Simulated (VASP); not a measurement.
Set up this calculation in VASP 6.6.1, as the native input.

```yaml
Task: single point
Functional: PBE
Potentials_or_basis: VASP PAW PBE potentials, release 64 (Al, O)
Cutoff: 520 eV
k_mesh: 11 × 11 × 3
Occupations: fermi-dirac, width 0.05 eV
Spin: no spin polarisation
Dipole_correction: no
Further_INCAR_settings: ALGO = Normal; EDIFF = 1e-06; NBANDS = 20
```

The structure of Al2O3 lies in POSCAR:

```
Al2O3
1.0
    2.8840224659      0.0000000000      0.0000000000
   -1.4420112330      2.4976367206      0.0000000000
    0.0000000000      0.0000000000      9.3017547162
Al O
2 3
Direct
    0.0000000000      0.0000000000      0.8494586022
    0.0000000000      0.0000000000      0.1505413978
    0.3333333333      0.6666666667      0.7765544312
    0.6666666667      0.3333333333      0.0000000000
    0.3333333333      0.6666666667      0.2234455688
```

These files were run (other wordings do the same):

INCAR

```
SYSTEM = Al2O3
PREC = Accurate
ENCUT = 520
EDIFF = 1E-6
ISMEAR = -1
SIGMA = 0.05
LREAL = .FALSE.
LASPH = .TRUE.
NELM = 100
ALGO = Normal
ISIF = 2
LWAVE = .FALSE.
LCHARG = .TRUE.
GGA = PE
LELF = .TRUE.
LVHAR = .TRUE.
NBANDS = 20
```

KPOINTS

```
Automatic mesh
0
G
  11 11 3
  0 0 0
```

Potentials or basis: VASP PAW PBE potentials, release 64 (Al, O).

Run with:

```console
$ cat potpaw_PBE.64/Al/POTCAR potpaw_PBE.64/O/POTCAR > POTCAR
$ mpirun -np 1 vasp_std > vasp.out
```

It gave:

- Pressure: 0.0 GPa
- Largest force: 0.041 eV/Å
- Band gap on the k mesh: 4.76 eV, indirect (least direct gap 5.00 eV)

Run time: 42 s on 1 thread of Intel(R) Xeon(R) Platinum 8259CL CPU @ 2.50GHz (Skylake/Cascade Lake), with other jobs on the host, peak memory 0.2 GiB.
